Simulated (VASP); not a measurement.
# TiN (Fm-3m) in VASP: notebook

The runs below take TiN through single point, with PBE.

All numbers are computed with VASP 6.6.1; they aren't measurements. Logs are shortened: lines on timing, memory, paths and dates and some standing lists are left out, and cuts for length are marked.

## 1. The cell of the first run

It takes space group Fm-3m (No. 225, cubic). Conventional cell: a = 4.189 Å, b = 4.189 Å, c = 4.189 Å, α = 90.00°, β = 90.00°, γ = 90.00°. Ti (site symmetry m-3m) has 6 N at 2.09 Å within 2.8 Å. Within 2.8 Å of N (site symmetry m-3m) lie 6 Ti at 2.09 Å.

## 2. Single point, PBE (9.19 Å³/atom)

Input file INCAR:

```
ALGO     = Normal         # electronic algorithm
EDIFF    = 1E-6           # SCF threshold, eV
ENCUT    = 520            # plane-wave cutoff, eV
GGA      = PE             # functional
ISIF     = 2              # what is computed and relaxed
ISMEAR   = 0              # smearing method
LASPH    = T              # aspherical terms in the spheres
LCHARG   = T              # write CHGCAR
LELF     = T              # ELF
LREAL    = F              # projectors in reciprocal space
LVHAR    = T            
LWAVE    = F              # write WAVECAR
NBANDS   = 16             # bands
NELM     = 60             # most SCF steps
PREC     = Accurate       # precision mode
SIGMA    = 0.15           # smearing width, eV
```

Input file KPOINTS:

```
k-points
0
Gamma
  20 20 20
```

Input file POSCAR:

```
TiN
1.0
    0.0000000000      2.0946196358      2.0946196358
    2.0946196358      0.0000000000      2.0946196358
    2.0946196358      2.0946196358      0.0000000000
Ti N
1 1
Direct
    0.0000000000      0.0000000000      0.0000000000
    0.5000000000      0.5000000000      0.5000000000
```

Potentials or basis: VASP PAW PBE potentials, release 64 (Ti_sv, N).

The run is started by

```sh
cat potpaw_PBE.64/Ti_sv/POTCAR potpaw_PBE.64/N/POTCAR > POTCAR
mpirun -np 1 vasp_std > vasp.out
```

OUTCAR:

```text
EDIFF = 1E-6
   ENCUT = 520
   GGA = PE
   ISIF = 2
   ISMEAR = 0
   LASPH = T
   LREAL = F
   NELM = 60
   PREC = Accurate

 ion  position               nearest neighbor table
   1  0.000  0.000  0.000-   2 2.09   2 2.09   2 2.09   2 2.09   2 2.09   2 2.09
   2  0.500  0.500  0.500-   1 2.09   1 2.09   1 2.09   1 2.09   1 2.09   1 2.09

  LATTYP: Found a face centered cubic cell.
 ALAT       =     4.1892392716

  Lattice vectors:

 A1 = (   0.0000000000,   2.0946196358,   2.0946196358)
 A2 = (   2.0946196358,   0.0000000000,   2.0946196358)
 A3 = (   2.0946196358,   2.0946196358,   0.0000000000)

Analysis of symmetry for initial positions (statically):
=====================================================================
 Subroutine PRICEL returns:
 Original cell was already a primitive cell.

 Routine SETGRP: Setting up the symmetry group for a
 face centered cubic supercell.

 Subroutine GETGRP returns: Found 48 space group operations
 (whereof 48 operations were pure point group operations)
 out of a pool of 48 trial point group operations.

The static configuration has the point symmetry O_h .

Analysis of symmetry for dynamics (positions and initial velocities):
=====================================================================
 Subroutine PRICEL returns:
 Original cell was already a primitive cell.

 Routine SETGRP: Setting up the symmetry group for a
 face centered cubic supercell.

 Subroutine GETGRP returns: Found 48 space group operations
 (whereof 48 operations were pure point group operations)
 out of a pool of 48 trial point group operations.

The dynamic configuration has the point symmetry O_h .

 Subroutine INISYM returns: Found 48 space group operations
 (whereof 48 operations are pure point group operations),
 and found     1 'primitive' translations

----------------------------------------------------------------------------------------

                                     Primitive cell

  volume of cell :      18.3800

  direct lattice vectors                    reciprocal lattice vectors
     0.000000000  2.094619636  2.094619636    -0.238706824  0.238706824  0.238706824
     2.094619636  0.000000000  2.094619636     0.238706824 -0.238706824  0.238706824
     2.094619636  2.094619636  0.000000000     0.238706824  0.238706824 -0.238706824

  length of vectors
     2.962239497  2.962239497  2.962239497     0.413452347  0.413452347  0.413452347

  position of ions in fractional coordinates (direct lattice)
     0.000000000  0.000000000  0.000000000
     0.500000000  0.500000000  0.500000000

  ion indices of the primitive-cell ions
   primitive index   ion index
                 1           1
                 2           2

----------------------------------------------------------------------------------------

 KPOINTS: k-points

Automatic generation of k-mesh.
 Grid dimensions read from file:
 generate k-points for:   20   20   20

 Generating k-lattice:

  Cartesian coordinates                     Fractional coordinates (reciprocal lattice)
    -0.011935341  0.011935341  0.011935341     0.050000000  0.000000000  0.000000000
     0.011935341 -0.011935341  0.011935341     0.000000000  0.050000000  0.000000000
     0.011935341  0.011935341 -0.011935341     0.000000000  0.000000000  0.050000000

  Length of vectors
     0.020672617  0.020672617  0.020672617

  Shift w.r.t. Gamma in fractional coordinates (k-lattice)
     0.000000000  0.000000000  0.000000000

 Subroutine IBZKPT returns following result:
 ===========================================

 Found    256 irreducible k-points:

 Following reciprocal coordinates:
            Coordinates               Weight
  0.000000  0.000000  0.000000      1.000000
  0.050000  0.000000  0.000000      8.000000
  0.100000  0.000000  0.000000      8.000000
  0.150000  0.000000  0.000000      8.000000
  0.200000  0.000000  0.000000      8.000000
  0.250000  0.000000  0.000000      8.000000
[... 16 lines left out ...]
 -0.400000  0.050000  0.000000     24.000000
 -0.350000  0.050000  0.000000     24.000000
 [... further k-points ...]
   k-points           NKPTS =    256   k-points in BZ     NKDIM =    256   number of bands    NBANDS=     16
   number of dos      NEDOS =    301   number of ions     NIONS =      2
   total plane-waves  NPLWV =  13824
   dimension x,y,z NGX =    24 NGY =   24 NGZ =   24
   dimension x,y,z NGXF=    48 NGYF=   48 NGZF=   48
   ions per type =               1   1
   NGX,Y,Z   is equivalent  to a cutoff of  13.47, 13.47, 13.47 a.u.
   NGXF,Y,Z  is equivalent  to a cutoff of  26.94, 26.94, 26.94 a.u.
 SYSTEM =  unknown system
   PREC   = accura    normal or accurate (medium, high low for compatibility)
   ISTART =      0    job   : 0-new  1-cont  2-samecut
   ICHARG =      2    charge: 1-file 2-atom 10-const
   ISPIN  =      1    spin polarized calculation?
   LNONCOLLINEAR =      F non collinear calculations
   LSORBIT =      F    spin-orbit coupling
   LASPH  =      T    aspherical Exc in radial PAW
   ENCUT  =  520.0 eV  38.22 Ry    6.18 a.u.   5.51  5.51  5.51*2*pi/ulx,y,z
   NELM   =     60;   NELMIN=  2; NELMDL= -5     # of ELM steps
   EDIFF  = 0.1E-05   stopping-criterion for ELM
   LREAL  =      F    real-space projection
[... 7 lines left out ...]
   TEBEG  =    0.0;   TEEND  =   0.0 temperature during run
   PSTRESS=    0.0 pullay stress
   NELECT =      17.0000    total number of electrons
   NUPDOWN=      -1.0000    fix difference up-down
   EMIN   =  10.00;   EMAX   =-10.00  energy-range for DOS
   EFERMI =   0.00;   METHOD = LEGACY
   ISMEAR =     0;   SIGMA  =   0.15  broadening in eV -4-tet -1-fermi 0-gaus
   EFERMI_NEDOS =   21; number of points for ismear=-14 and -15
   IALGO  =     38    algorithm
   IMIX   =      4    mixing-type and parameters
     AMIX     =   0.40;   BMIX     =  1.00
     AMIX_MAG =   1.60;   BMIX_MAG =  1.00
  volume/ion in A,a.u.               =       9.19        62.02
  Fermi-wavevector in a.u.,A,eV,Ry     =   1.595056  3.014219 34.615997  2.544204
  Thomas-Fermi vector in A             =   2.693034
   LORBIT       =      0    0 simple, 1 ext, 2 COOP (PROOUT), +10 PAW based schemes
   GGA     = PE    functional components
   LHFCALC =     F    Hartree Fock is set to
   AEXX    =    0.0000 exact exchange contribution
   IVDW    =     0    specifies the selected vdW correction
   LEPSILON=     F    determine dielectric tensor
   LRPA    =     F    only Hartree local field effects (RPA)
 non-spin polarized calculation
 Gauss-broadening in eV      SIGMA  =   0.15
  energy-cutoff  :      520.00
  volume of cell :       18.38
 maximum number of plane-waves:       531
 NGX is ok and might be reduce to    24
   NGX = 11   NGY = 11   NGZ = 11

 number of electron      16.9999998 magnetization

 Free energy of the ion-electron system (eV)
  ---------------------------------------------------
  ext. energy  EPLUGINS =         0.00000000
  ---------------------------------------------------
  free energy    TOTEN  =       -19.61034843 eV

  energy without entropy =      -19.60229009  energy(sigma->0) =      -19.60631926

 E-fermi :  11.9660     XC(G=0): -13.2277

 val. band max:       11.9535115567   @ k =  -0.1500   0.2000   0.0500
 cond. band min:      11.9665325817   @ k =   0.2500   0.0500   0.0000
 fundamental gap:      0.0130210250
 Fermi energy:        11.9659877767

 k-point     1 :       0.0000    0.0000    0.0000
  band No.  band energies     occupation
      1     -45.8550      2.00000
      2     -21.8053      2.00000
      3     -21.8053      2.00000
      4     -21.8053      2.00000
      5      -5.3707      2.00000
      6       9.8694      2.00000
[... 8 lines left out ...]
     15      25.2504      0.00000
     16      32.2225      0.00000

 k-point     2 :       0.0500    0.0000    0.0000
  band No.  band energies     occupation
      1     -45.8522      2.00000
      2     -21.8245      2.00000
      3     -21.8069      2.00000
      4     -21.8069      2.00000
      5      -5.3185      2.00000
      6       9.5564      2.00000
[... 8 lines left out ...]
     15      25.3019      0.00000
     16      32.1462      0.00000

 k-point     3 :       0.1000    0.0000    0.0000
  band No.  band energies     occupation
      1     -45.8442      2.00000
      2     -21.8797      2.00000
      3     -21.8113      2.00000
      4     -21.8113      2.00000
      5      -5.1650      2.00000
      6       8.8651      2.00000
[... 8 lines left out ...]
     15      25.4071      0.00000
     16      31.9284      0.00000

 k-point     4 :       0.1500    0.0000    0.0000
  band No.  band energies     occupation
      1     -45.8316      2.00000
      2     -21.9647      2.00000
      3     -21.8183      2.00000
      4     -21.8183      2.00000
      5      -4.9201      2.00000
      6       8.0279      2.00000
[... 8 lines left out ...]
     15      25.4467      0.00000
     16      31.4874      0.00000

 k-point     5 :       0.2000    0.0000    0.0000
  band No.  band energies     occupation
      1     -45.8158      2.00000
      2     -22.0701      2.00000
      3     -21.8270      2.00000
      4     -21.8270      2.00000
      5      -4.5992      2.00000
      6       7.1437      2.00000
[... 8 lines left out ...]
     15      25.3419      0.00000
     16      30.8078      0.00000

 k-point     6 :       0.2500    0.0000    0.0000
  band No.  band energies     occupation
      1     -45.7981      2.00000
      2     -22.1850      2.00000
      3     -21.8366      2.00000
      4     -21.8366      2.00000
      5      -4.2237      2.00000
      6       6.2708      2.00000
[... 8 lines left out ...]
     15      25.1838      0.00000
     16      29.9529      0.00000

 k-point     7 :       0.3000    0.0000    0.0000
  band No.  band energies     occupation
      1     -45.7804      2.00000
      2     -22.2979      2.00000
      3     -21.8462      2.00000
      4     -21.8462      2.00000
      5      -3.8202      2.00000
      6       5.4538      2.00000
[... 8 lines left out ...]
     15      25.1773      0.00000
     16      29.0396      0.00000

 k-point     8 :       0.3500    0.0000    0.0000
  band No.  band energies     occupation
      1     -45.7644      2.00000
      2     -22.3980      2.00000
      3     -21.8549      2.00000
      4     -21.8549      2.00000
      5      -3.4232      2.00000
      6       4.7344      2.00000
[... 8 lines left out ...]
     15      25.4140      0.00000
     16      28.1825      0.00000

 k-point     9 :       0.4000    0.0000    0.0000
  band No.  band energies     occupation
      1     -45.7517      2.00000
      2     -22.4765      2.00000
      3     -21.8617      2.00000
      4     -21.8617      2.00000
      5      -3.0768      2.00000
      6       4.1586      2.00000
[... 8 lines left out ...]
     15      25.7832      0.00000
     16      27.4791      0.00000
[... 172 lines left out ...]
 k-point    19 :       0.4000    0.0500    0.0000
  band No.  band energies     occupation
      1     -45.7541      2.00000
      2     -22.4481      2.00000
      3     -21.8706      2.00000
      4     -21.8634      2.00000
      5      -3.1921      2.00000
      6       4.3618      2.00000
[... 8 lines left out ...]
     15      25.6191      0.00000
     16      27.6645      0.00000

 k-point    20 :       0.4500    0.0500    0.0000
  band No.  band energies     occupation
      1     -45.7444      2.00000
      2     -22.5068      2.00000
      3     -21.8728      2.00000
      4     -21.8721      2.00000
      5      -2.9186      2.00000
      6       3.9306      2.00000
[... 8 lines left out ...]
     15      25.9502      0.00000
     16      27.1239      0.00000

 k-point    21 :       0.5000    0.0500    0.0000
  band No.  band energies     occupation
      1     -45.7397      2.00000
      2     -22.5345      2.00000
      3     -21.8782      2.00000
      4     -21.8718      2.00000
      5      -2.7796      2.00000
      6       3.7195      2.00000
[... 8 lines left out ...]
     15      26.1263      0.00000
     16      26.8379      0.00000

 k-point    22 :      -0.4500    0.0500    0.0000
  band No.  band energies     occupation
      1     -45.7407      2.00000
      2     -22.5289      2.00000
      3     -21.8814      2.00000
      4     -21.8677      2.00000
      5      -2.8072      2.00000
      6       3.7609      2.00000
[... 8 lines left out ...]
     15      26.0777      0.00000
     16      26.8532      0.00000

 k-point    23 :      -0.4000    0.0500    0.0000
  band No.  band energies     occupation
      1     -45.7471      2.00000
      2     -22.4903      2.00000
      3     -21.8811      2.00000
      4     -21.8608      2.00000
      5      -2.9945      2.00000
      6       4.0485      2.00000
[... 8 lines left out ...]
     15      25.8302      0.00000
     16      27.1454      0.00000

 k-point    24 :      -0.3500    0.0500    0.0000
  band No.  band energies     occupation
      1     -45.7583      2.00000
      2     -22.4222      2.00000
      3     -21.8775      2.00000
      4     -21.8519      2.00000
      5      -3.3009      2.00000
      6       4.5421      2.00000
[... 8 lines left out ...]
     15      25.4824      0.00000
     16      27.6757      0.00000

 [... further k-points ...]

------------------------ aborting loop because EDIFF is reached ----------------------------------------

  FORCE on cell =-STRESS in cart. coord.  units (eV):
  Direction    XX          YY          ZZ          XY          YZ          ZX
  --------------------------------------------------------------------------------------
  -------------------------------------------------------------------------------------
  Total        1.4756669      1.4756669      1.4756669      0.0000000     -0.0000000     -0.0000000
  in kB      128.6332998    128.6332998    128.6332998      0.0000000     -0.0000000     -0.0000000
  external PRESSURE =     128.6332998 kB  Pullay stress =       0.0000000 kB

 VOLUME and BASIS-vectors are now :
 -----------------------------------------------------------------------------
  energy-cutoff  :      520.00
  volume of cell :       18.38
      direct lattice vectors                 reciprocal lattice vectors
     0.000000000  2.094619636  2.094619636    -0.238706824  0.238706824  0.238706824
     2.094619636  0.000000000  2.094619636     0.238706824 -0.238706824  0.238706824
     2.094619636  2.094619636  0.000000000     0.238706824  0.238706824 -0.238706824

 POSITION                                       TOTAL-FORCE (eV/Angst)
 -----------------------------------------------------------------------------------
      0.00000      0.00000      0.00000        -0.000000      0.000000     -0.000000
      2.09462      2.09462      2.09462         0.000000     -0.000000      0.000000
 -----------------------------------------------------------------------------------
    total drift:                                0.000000     -0.000000     -0.000000

  FREE ENERGIE OF THE ION-ELECTRON SYSTEM (eV)
  ---------------------------------------------------
  free  energy   TOTEN  =       -19.6103484299 eV

  energy  without entropy=      -19.6022900875  energy(sigma->0) =      -19.60631926
```

It took 34 s on 1 thread of Intel Xeon 6975P-C (Granite Rapids), shared host; peak memory 0.2 GiB.

Results:

- Free energy: -19.6103 eV
- Pressure: 12.9 GPa
- Band gap on the k mesh: zero (an odd number of electrons rules out a gap without spin polarisation)

Caveat: the cell stands under pressure.

## 3. Single point, PBE (9.57 Å³/atom)

This run uses another cell than the first one, of 9.57 Å³/atom.

Input file INCAR:

```
  ALGO = Normal
  EDIFF = 1E-6
  ENCUT = 520
  GGA = PE
  ISIF = 2
  ISMEAR = 0
  LASPH = T
  LCHARG = F
  LREAL = F
  LWAVE = F
  NBANDS = 16
  NELM = 80
  PREC = Accurate
  SIGMA = 0.15
```

KPOINTS is that of step 2.

Input file POSCAR:

```
TiN
1.0
    0.0000000000      2.1233168467      2.1233168467
    2.1233168467      0.0000000000      2.1233168467
    2.1233168467      2.1233168467      0.0000000000
Ti N
1 1
Direct
    0.0000000000      0.0000000000      0.0000000000
    0.5000000000      0.5000000000      0.5000000000
```

Potentials or basis: VASP PAW PBE potentials, release 64 (Ti_sv, N).

The run is started by

```sh
cat potpaw_PBE.64/Ti_sv/POTCAR potpaw_PBE.64/N/POTCAR > POTCAR
mpirun -np 1 vasp_std > vasp.out
```

Run time: 35 s. Hardware: 1 thread of Intel Xeon 6975P-C (Granite Rapids), shared host; peak memory 0.2 GiB.

Results (log left out):

* Free energy: -19.6421 eV
* Pressure: 0.5 GPa
* Band gap on the k mesh: zero (an odd number of electrons rules out a gap without spin polarisation)

Levels at points of the mesh, in eV from the Fermi level:
| k point | band 5 | band 6 | band 7 | band 8 | band 9 | band 10 | band 11 | band 12 | band 13 | band 14 |
| --- | --- | --- | --- | --- | --- | --- | --- | --- | --- | --- |
| (0.00, 0.00, 0.00) | -17.08 | -2.04 | -2.04 | -2.04 | -0.61 | -0.61 | -0.61 | 0.57 | 0.57 | 5.37 |
| (0.50, 0.00, 0.00) | -14.64 | -8.06 | -5.46 | -5.46 | 1.67 | 1.67 | 2.34 | 5.70 | 5.70 | 6.05 |
| (0.50, 0.50, 0.00) | -15.67 | -5.82 | -3.23 | -3.23 | -3.05 | 1.63 | 2.36 | 2.36 | 3.57 | 10.57 |

(Continued in part 2 of 2.)
